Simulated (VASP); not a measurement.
# Tl: relaxation of cell and atoms with BLYP

Crystal: Tl.

```xyz
8
Lattice="6.0759 0.0000 0.0000 0.0000 6.0759 0.0000 0.0000 0.0000 6.0759" Properties=species:S:1:pos:R:3 pbc="T T T"
Tl    0.0000    0.0000    0.0000
Tl    3.0379    3.0379    3.0379
Tl    1.5190    0.0000    3.0379
Tl    4.5569    0.0000    3.0379
Tl    3.0379    1.5190    0.0000
Tl    3.0379    4.5569    0.0000
Tl    0.0000    3.0379    1.5190
Tl    0.0000    3.0379    4.5569
```

```json
{"Program": "VASP 6.6.1", "Task": "relaxation of cell and atoms", "Functional": "BLYP", "Potentials or basis": "VASP PAW PBE potentials, release 64 (Tl_d)", "Cutoff": "600 eV", "k mesh": "4 × 4 × 4", "Occupations": "fermi-dirac, width 0.1 eV", "Spin": "no spin polarisation", "Dipole correction": "no", "Further INCAR settings": "ALGO = Normal; EDIFF = 1e-07; IBRION = 2; EDIFFG = -0.01; NSW = 80; ISIF = 3"}
```

The relaxed volume is 35.84 Å³/atom. The relaxed cell is a = 6.594 Å, b = 6.594 Å, c = 6.594 Å, α = 90.00°, β = 90.00°, γ = 90.00° and the space group after relaxing (to 0.1 Å) is Pm-3n (No. 223). The energy gained by relaxing is 163.4 meV/atom, the ionic steps are 4 and the pressure after relaxing is 0.0 GPa. The band gap on the k mesh is zero (bands 52 and 53 overlap by 1.85 eV).

The path:
```
step  energy change (eV)  largest force (eV/Å)  pressure (GPa)  volume (Å³)
   1              0.0000                0.0000            8.74       224.30
   2             -1.2905                0.0000            0.62       277.71
   3             -1.3057                0.0000           -0.19       289.63
   4             -1.3074                0.0000           -0.01       286.71
```

Final structure:
```
Tl
1.0
     6.59395    0.00000    0.00000
     0.00000    6.59395    0.00000
     0.00000    0.00000    6.59395
Tl
8
Direct
  0.00000 0.00000 0.00000
  0.50000 0.50000 0.50000
  0.25000 0.00000 0.50000
  0.75000 0.00000 0.50000
  0.50000 0.25000 0.00000
  0.50000 0.75000 0.00000
  0.00000 0.50000 0.25000
  0.00000 0.50000 0.75000
```

Levels at points of the mesh, in eV from the Fermi level:
| k point | band 49 | band 50 | band 51 | band 52 | band 53 | band 54 | band 55 | band 56 |
| --- | --- | --- | --- | --- | --- | --- | --- | --- |
| (0.00, 0.00, 0.00) | -1.13 | -1.13 | -1.13 | -0.68 | -0.68 | 0.68 | 0.68 | 0.68 |
| (0.50, 0.00, 0.00) | -1.60 | -1.60 | -0.60 | -0.60 | 0.13 | 0.13 | 1.34 | 1.34 |
| (0.50, 0.50, 0.00) | -1.55 | -0.84 | -0.84 | -0.16 | 0.97 | 1.36 | 1.64 | 1.64 |
| (0.50, 0.50, 0.50) | 1.17 | 1.17 | 1.17 | 1.17 | 1.17 | 1.17 | 1.48 | 1.48 |

Run time: 9.4 min on 1 thread of AMD EPYC 9R45 96-Core Processor (Zen 5), on a shared host, peak memory 0.38 GiB.

Caveat: the volume moved by over 15 % at a fixed basis, so the end points are rough; the PAW data sets were made with another functional, which shifts forces and pressure a little; spin-orbit coupling is left out, which moves the levels of the heavy elements.
